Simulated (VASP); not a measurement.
# Fe (Im-3m) in VASP: notebook

The runs below take Fe through single point, relaxation of cell and atoms, with PBE, RPBE+D4, LDA, PBEsol.

Program: VASP 6.6.1. These are calculated values, not measurements. Logs are shortened: lines on timing, memory, paths and dates and some standing lists are left out, and cuts for length are marked.

### Step 1. The cell of the first run

Symmetry: Im-3m, No. 229, cubic system. The conventional cell has a = 2.886 Å, b = 2.886 Å, c = 2.886 Å, α = 90.00°, β = 90.00°, γ = 90.00°. Fe (site symmetry m-3m) has 14 Fe at 2.50 to 2.89 Å within 3.3 Å.

### Step 2. Single point, PBE, collinear spin, ferromagnetic start

INCAR reads:

```
PREC     = Accurate       # precision mode
ENCUT    = 520            # plane-wave cutoff, eV
EDIFF    = 1E-6           # SCF threshold, eV
ISMEAR   = 0              # smearing method
SIGMA    = 0.012          # smearing width, eV
LREAL    = F              # projectors in reciprocal space
LASPH    = T              # aspherical terms in the spheres
NELM     = 150            # most SCF steps
ALGO     = Normal         # electronic algorithm
ISIF     = 2              # what is computed and relaxed
LWAVE    = F              # write WAVECAR
LCHARG   = F              # write CHGCAR
ISPIN    = 2              # spin polarisation
MAGMOM   = 3              # initial moments
LORBIT   = 11             # projections on sites
LMAXMIX  = 4              # l up to which the mixer works
GGA      = PE             # functional
NBANDS   = 14             # bands
```

KPOINTS reads:

```
Automatic mesh
0
Gamma
  13 13 13
```

POSCAR reads:

```
Fe
1.0
   -1.4430000000      1.4430000000      1.4430000000
    1.4430000000     -1.4430000000      1.4430000000
    1.4430000000      1.4430000000     -1.4430000000
Fe
1
Direct
    0.0000000000      0.0000000000      0.0000000000
```

Potentials or basis: VASP PAW PBE potentials, release 64 (Fe).

Command:

```
$ cat potpaw_PBE.64/Fe/POTCAR > POTCAR
$ mpirun -np 1 vasp_std > vasp.out
```

OUTCAR:

```text
PREC = Accurate
   ENCUT = 520
   EDIFF = 1E-6
   ISMEAR = 0
   LREAL = F
   LASPH = T
   NELM = 150
   ISIF = 2
   ISPIN = 2
   LORBIT = 11
   GGA = PE

 ion  position               nearest neighbor table
   1  0.000  0.000  0.000-

  LATTYP: Found a body centered cubic cell.
 ALAT       =     2.8860000000

  Lattice vectors:

 A1 = (  -1.4430000000,   1.4430000000,   1.4430000000)
 A2 = (   1.4430000000,  -1.4430000000,   1.4430000000)
 A3 = (   1.4430000000,   1.4430000000,  -1.4430000000)

Analysis of symmetry for initial positions (statically):
=====================================================================
 Subroutine PRICEL returns:
 Original cell was already a primitive cell.

 Routine SETGRP: Setting up the symmetry group for a
 body centered cubic supercell.

 Subroutine GETGRP returns: Found 48 space group operations
 (whereof 48 operations were pure point group operations)
 out of a pool of 48 trial point group operations.

The static configuration has the point symmetry O_h .

Analysis of symmetry for dynamics (positions and initial velocities):
=====================================================================
 Subroutine PRICEL returns:
 Original cell was already a primitive cell.

 Routine SETGRP: Setting up the symmetry group for a
 body centered cubic supercell.

 Subroutine GETGRP returns: Found 48 space group operations
 (whereof 48 operations were pure point group operations)
 out of a pool of 48 trial point group operations.

The dynamic configuration has the point symmetry O_h .

Analysis of structural, dynamic, and magnetic symmetry:
=====================================================================
 Subroutine PRICEL returns:
 Original cell was already a primitive cell.

 Routine SETGRP: Setting up the symmetry group for a
 body centered cubic supercell.

 Subroutine GETGRP returns: Found 48 space group operations
 (whereof 48 operations were pure point group operations)
 out of a pool of 48 trial point group operations.

The overall configuration has the point symmetry O_h .

 Subroutine INISYM returns: Found 48 space group operations
 (whereof 48 operations are pure point group operations),
 and found     1 'primitive' translations

----------------------------------------------------------------------------------------

                                     Primitive cell

  volume of cell :      12.0187

  direct lattice vectors                    reciprocal lattice vectors
    -1.443000000  1.443000000  1.443000000     0.000000000  0.346500347  0.346500347
     1.443000000 -1.443000000  1.443000000     0.346500347  0.000000000  0.346500347
     1.443000000  1.443000000 -1.443000000     0.346500347  0.346500347  0.000000000

[... 116 lines left out ...]
 maximum number of plane-waves:       336
   NGX =  9   NGY =  9   NGZ =  9

 number of electron       7.9999995 magnetization       2.2830107

 Free energy of the ion-electron system (eV)
  ---------------------------------------------------
  ext. energy  EPLUGINS =         0.00000000
  ---------------------------------------------------
  free energy    TOTEN  =        -8.21613472 eV

  energy without entropy =       -8.21600626  energy(sigma->0) =       -8.21607049

 E-fermi :   5.2117     XC(G=0): -12.8000

 val. band max:        5.2104382128   @ k =  -0.4615  -0.4615   0.3077
 cond. band min:       5.2184990893   @ k =  -0.4615   0.4615   0.4615
 fundamental gap:      0.0080608765
 Fermi energy:         5.2117384369

 spin component 1

 k-point     1 :       0.0000    0.0000    0.0000
  band No.  band energies     occupation
      1      -2.8352      1.00000
      2       3.0346      1.00000
      3       3.0346      1.00000
      4       3.0346      1.00000
      5       4.1467      1.00000
      6       4.1467      1.00000
      7      29.7450      0.00000
      8      29.7450      0.00000
      9      29.7450      0.00000
     10      34.4773      0.00000
     11      34.4773      0.00000
     12      36.4540      0.00000
     13      36.4540      0.00000
     14      36.4541      0.00000
[... 379 lines left out ...]
      3       2.6569      1.00000
      4       4.1057      1.00000
      5       4.2415      1.00000
      6       5.2917      0.00000
      7      18.1215      0.00000
      8      22.1773      0.00000
      9      23.7801      0.00000
     10      31.3102      0.00000
     11      34.9984      0.00000
     12      37.2942      0.00000
     13      39.1234      0.00000
     14      42.3677      0.00000

 [... further k-points ...]

 spin component 2

 k-point     1 :       0.0000    0.0000    0.0000
  band No.  band energies     occupation
      1      -2.6938      1.00000
      2       5.0552      1.00000
      3       5.0553      1.00000
      4       5.0553      1.00000
      5       6.9706      0.00000
      6       6.9707      0.00000
      7      29.4436      0.00000
      8      29.4436      0.00000
      9      29.4436      0.00000
     10      34.6180      0.00000
     11      34.6180      0.00000
     12      37.1163      0.00000
     13      37.1163      0.00000
     14      37.1177      0.00000
[... 379 lines left out ...]
      3       4.3267      1.00000
      4       6.7865      0.00000
      5       7.0850      0.00000
      6       7.3620      0.00000
      7      18.8596      0.00000
      8      22.5377      0.00000
      9      24.4795      0.00000
     10      31.3047      0.00000
     11      35.5521      0.00000
     12      37.5187      0.00000
     13      39.4023      0.00000
     14      42.8441      0.00000

 [... further k-points ...]
[... 5 lines left out ...]
  --------------------------------------------------------------------------------------
  -------------------------------------------------------------------------------------
  Total       -0.6899462     -0.6899462     -0.6899462      0.0000000      0.0000000      0.0000000
  in kB      -91.9743770    -91.9743770    -91.9743770      0.0000000      0.0000000      0.0000000
  external PRESSURE =     -91.9743770 kB  Pullay stress =       0.0000000 kB

 VOLUME and BASIS-vectors are now :
 -----------------------------------------------------------------------------
  energy-cutoff  :      520.00
  volume of cell :       12.02
      direct lattice vectors                 reciprocal lattice vectors
    -1.443000000  1.443000000  1.443000000     0.000000000  0.346500347  0.346500347
     1.443000000 -1.443000000  1.443000000     0.346500347  0.000000000  0.346500347
     1.443000000  1.443000000 -1.443000000     0.346500347  0.346500347  0.000000000

 POSITION                                       TOTAL-FORCE (eV/Angst)
 -----------------------------------------------------------------------------------
      0.00000      0.00000      0.00000        -0.000000      0.000000     -0.000000
 -----------------------------------------------------------------------------------
    total drift:                                0.000000     -0.000000      0.000000

  FREE ENERGIE OF THE ION-ELECTRON SYSTEM (eV)
  ---------------------------------------------------
  free  energy   TOTEN  =        -8.2161347158 eV

  energy  without entropy=       -8.2160062594  energy(sigma->0) =       -8.21607049

 total charge

# of ion       s       p       d       tot
------------------------------------------
    1        0.464   0.494   6.199   7.156

 magnetization (x)

# of ion       s       p       d       tot
------------------------------------------
    1       -0.014  -0.060   2.368   2.294
```

OSZICAR:

```text
N       E                     dE             d eps       ncg     rms          rms(c)
DAV:   1     0.216479714156E+02    0.21648E+02   -0.38267E+03  5140   0.678E+02
DAV:   2    -0.822430028420E+01   -0.29872E+02   -0.27283E+02  5136   0.126E+02
DAV:   3    -0.912373890520E+01   -0.89944E+00   -0.89477E+00  5698   0.232E+01
DAV:   4    -0.912681006008E+01   -0.30712E-02   -0.30709E-02  5430   0.121E+00
DAV:   5    -0.912682511470E+01   -0.15055E-04   -0.15054E-04  5786   0.894E-02    0.109E+01
DAV:   6    -0.832020507459E+01    0.80662E+00   -0.11082E+01  5832   0.377E+01    0.628E+00
DAV:   7    -0.822886140324E+01    0.91344E-01   -0.86501E-01  5796   0.100E+01    0.340E+00
DAV:   8    -0.822284877392E+01    0.60126E-02   -0.10451E-02  5588   0.587E-01    0.137E+00
DAV:   9    -0.821627801824E+01    0.65708E-02   -0.12744E-02  6162   0.608E-01    0.352E-01
DAV:  10    -0.821607394127E+01    0.20408E-03   -0.49556E-04  5772   0.280E-01    0.961E-02
DAV:  11    -0.821613659310E+01   -0.62652E-04   -0.28218E-04  5980   0.141E-01    0.394E-02
DAV:  12    -0.821613445371E+01    0.21394E-05   -0.78158E-06  5184   0.233E-02    0.152E-02
DAV:  13    -0.821613471578E+01   -0.26208E-06   -0.15870E-06  3426   0.105E-02
   1 F= -.82161347E+01 E0= -.82160705E+01  d E =-.128456E-03  mag=     2.2834
```

stdout:

```text
POSCAR found type information on POSCAR Fe
 POSCAR found :  1 types and       1 ions
 scaLAPACK will be used
 LDA part: xc-table for (Slater+PW92), standard interpolation
 POSCAR, INCAR and KPOINTS ok, starting setup
 FFT: planning ... GRIDC
 FFT: planning ... GRID_SOFT
 FFT: planning ... GRID
 WAVECAR not read
 entering main loop
```

It took 14 s on 1 thread of Intel Xeon 6975P-C (Granite Rapids), shared host; peak memory 0.14 GiB.

Results:

| Property | Result |
| --- | --- |
| Free energy | -8.2161 eV |
| Pressure | -9.2 GPa |
| Net moment | 2.28 μB per cell |
| Site moments | Fe +2.29 μB |
| Valence electrons inside the program's atomic spheres | Fe 7.16 |

Levels at points of the mesh, in eV from the Fermi level:
Spin up:
| k point | band 3 | band 4 | band 5 | band 6 | band 7 | band 8 |
| --- | --- | --- | --- | --- | --- | --- |
| (0.00, 0.00, 0.00) | -2.18 | -2.18 | -1.07 | -1.07 | 24.53 | 24.53 |
Spin down:
```csv
k point,band 1,band 2,band 3,band 4,band 5,band 6,band 7,band 8
"(0.00, 0.00, 0.00)",-7.91,-0.16,-0.16,-0.16,1.76,1.76,24.23,24.23
```

[end of part 1 of 2]
